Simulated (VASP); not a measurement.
A run of VASP 6.6.1:

POSCAR

```
AlN
1.0
    3.1130000000      0.0000000000      0.0000000000
   -1.5565000000      2.6959370820      0.0000000000
    0.0000000000      0.0000000000      4.9810000000
Al N
2 2
Direct
    0.6666666667      0.3333333333      0.5000000000
    0.3333333333      0.6666666667      0.0000000000
    0.6666666667      0.3333333333      0.8800000000
    0.3333333333      0.6666666667      0.3800000000
```

File INCAR.step1:

```
PREC = Accurate
ENCUT = 520
EDIFF = 1E-5
ISMEAR = -1
SIGMA = 0.05
LREAL = F
LASPH = T
NELM = 80
ALGO = Normal
ISIF = 2
LWAVE = T
GGA = PE
NBANDS = 16
```

File INCAR.step2:

```
PREC = Accurate
ENCUT = 520
EDIFF = 1E-6
ISMEAR = -1
SIGMA = 0.05
LREAL = F
LASPH = T
NELM = 80
ALGO = Normal
ISIF = 2
LWAVE = F
LCHARG = T
GGA = PE
LHFCALC = T
AEXX = 0.1
HFSCREEN = 0.2078699
PRECFOCK = Normal
LELF = T
LVHAR = T
ISTART = 1
NBANDS = 16
```

The input KPOINTS:

```
Automatic mesh
0
Gamma
  6 6 3
```

Potentials or basis: VASP PAW PBE potentials, release 64 (Al, N).

Command:

```sh
$ cat potpaw_PBE.64/Al/POTCAR potpaw_PBE.64/N/POTCAR > POTCAR
$ cp INCAR.step1 INCAR
$ mpirun -np 1 vasp_std > vasp.out
$ cp INCAR.step2 INCAR
$ mpirun -np 1 vasp_std > vasp.out
```

Hardware: 1 thread of Intel(R) Xeon(R) Platinum 8488C (Sapphire Rapids), on a shared host.

Task: How long does it take, and how much memory?

Result: It took 9.3 min on 1 thread of Intel(R) Xeon(R) Platinum 8488C (Sapphire Rapids), with other jobs on the host, peak memory 0.25 GiB. Counts: k points 14.
